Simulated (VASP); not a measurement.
FeSi:

```xyz
8
Lattice="4.5507 0.0000 0.0000 0.0000 4.5507 0.0000 0.0000 0.0000 4.5507" Properties=species:S:1:pos:R:3 pbc="T T T"
Fe    0.6213    0.6213    0.6213
Fe    1.6541    3.9294    2.8966
Fe    2.8966    1.6541    3.9294
Fe    3.9294    2.8966    1.6541
Si    3.8335    3.8335    3.8335
Si    2.9925    0.7172    1.5582
Si    1.5582    2.9925    0.7172
Si    0.7172    1.5582    2.9925
```

```yaml
Program: VASP 6.6.1
Task: relaxation of cell and atoms
Functional: LDA
Potentials_or_basis: VASP PAW LDA potentials, release 64 (Fe, Si)
Cutoff: 600 eV
k_mesh: 8 × 8 × 8
Occupations: gaussian, width 0.01 eV
Spin: no spin polarisation
```

At the start: pressure -24.2 GPa; volume 11.78 Å³/atom.

Where does the relaxation end?

Over 20 steps the energy falls by 113.0 meV/atom and the volume is 10.45 Å³/atom (-11.3 %); space group P2_13 (No. 198, to 0.1 Å) before and after.

Step by step:
| step | energy change (eV) | largest force (eV/Å) | pressure (GPa) | volume (Å³) |
| --- | --- | --- | --- | --- |
| 1 | 0.0000 | 0.3611 | -24.25 | 94.24 |
| 2 | 0.9575 | 1.2371 | 57.01 | 71.96 |
| 3 | -0.8973 | 0.1409 | -1.15 | 84.10 |
| 4 | -0.8986 | 0.1593 | -0.29 | 83.81 |
| 5 | -0.8986 | 0.1725 | 0.31 | 83.61 |
| 6 | -0.9031 | 0.0649 | 0.48 | 83.55 |
| 7 | -0.9034 | 0.0326 | 0.41 | 83.53 |
| 8 | -0.9033 | 0.0039 | -0.67 | 83.83 |
| 9 | -0.9036 | 0.0187 | -0.12 | 83.67 |
| 10 | -0.9037 | 0.0075 | -0.03 | 83.64 |
| 11 | -0.9037 | 0.0037 | -0.02 | 83.62 |
| 12 | -0.9037 | 0.0040 | 0.08 | 83.62 |
| 13 | -0.9037 | 0.0039 | -0.07 | 83.62 |
| 14 | -0.9037 | 0.0039 | 0.13 | 83.57 |
| 15 | -0.9037 | 0.0034 | 0.02 | 83.61 |
| 16 | -0.9037 | 0.0036 | -0.04 | 83.61 |
| 17 | -0.9037 | 0.0028 | 0.07 | 83.61 |
| 18 | -0.9037 | 0.0035 | -0.01 | 83.61 |
| 19 | -0.9037 | 0.0033 | 0.03 | 83.61 |
| 20 | -0.9037 | 0.0009 | 0.00 | 83.63 |

Final structure:
```
Fe Si
1.0
     4.37306    0.00000    0.00000
     0.00000    4.37306    0.00000
     0.00000    0.00000    4.37306
Fe Si
4 4
Direct
  0.13718 0.13718 0.13718
  0.36282 0.86282 0.63718
  0.63718 0.36282 0.86282
  0.86282 0.63718 0.36282
  0.84087 0.84087 0.84087
  0.65913 0.15913 0.34087
  0.34087 0.65913 0.15913
  0.15913 0.34087 0.65913
```
